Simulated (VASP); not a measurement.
Write the native input for VASP 6.6.1 that does the following.

```
Task                   : single point
Functional             : PBE
Potentials or basis    : VASP PAW PBE potentials, release 64 (Si, C)
Cutoff                 : 520 eV
k mesh                 : 12 × 12 × 4
Occupations            : fermi-dirac, width 0.02 eV
Spin                   : no spin polarisation
Dipole correction      : no
Further INCAR settings : ALGO = Normal; EDIFF = 1e-06; NBANDS = 26
```

The structure of SiC lies in POSCAR:

```
SiC
1.0
    3.0775549649      0.0000000000      0.0000000000
   -1.5387774824      2.6652407811      0.0000000000
    0.0000000000      0.0000000000     10.0767216789
Si C
4 4
Direct
    0.6666666667      0.3333333333      0.9378415300
    0.3333333333      0.6666666667      0.4378415300
    0.0000000000      0.0000000000      0.6878903910
    0.0000000000      0.0000000000      0.1878903910
    0.6666666667      0.3333333333      0.7498007685
    0.3333333333      0.6666666667      0.2498007685
    0.0000000000      0.0000000000      0.5004663105
    0.0000000000      0.0000000000      0.0004663105
```

These files were run (other wordings do the same):

INCAR

```
SYSTEM = SiC
PREC     = Accurate       ! precision mode
ENCUT    = 520            ! plane-wave cutoff, eV
EDIFF    = 1E-6           ! SCF threshold, eV
ISMEAR   = -1             ! smearing method
SIGMA    = 0.02           ! smearing width, eV
LREAL    = .FALSE.        ! projectors in reciprocal space
LASPH    = .TRUE.         ! aspherical terms in the spheres
NELM     = 100            ! most SCF steps
ALGO     = Normal         ! electronic algorithm
ISIF     = 2              ! what is computed and relaxed
LWAVE    = .FALSE.        ! write WAVECAR
LCHARG   = .TRUE.         ! write CHGCAR
GGA      = PE             ! functional
LELF     = .TRUE.         ! ELF
LVHAR    = .TRUE.       
NBANDS   = 26             ! bands
```

KPOINTS

```
regular mesh
0
G
  12 12 4
  0 0 0
```

Potentials or basis: VASP PAW PBE potentials, release 64 (Si, C).

Run with:

```sh
$ cat potpaw_PBE.64/Si/POTCAR potpaw_PBE.64/C/POTCAR > POTCAR
$ mpirun -np 1 vasp_std > vasp.out
```

It gave:

* Pressure: 3.5 GPa
* Largest force: 0.006 eV/Å
* Band gap on the k mesh: 2.23 eV, indirect (least direct gap 3.35 eV)

Wall time 98 s on 1 thread of Intel(R) Xeon(R) Platinum 8259CL CPU @ 2.50GHz (Skylake/Cascade Lake), on a shared host, peak memory 0.24 GiB.
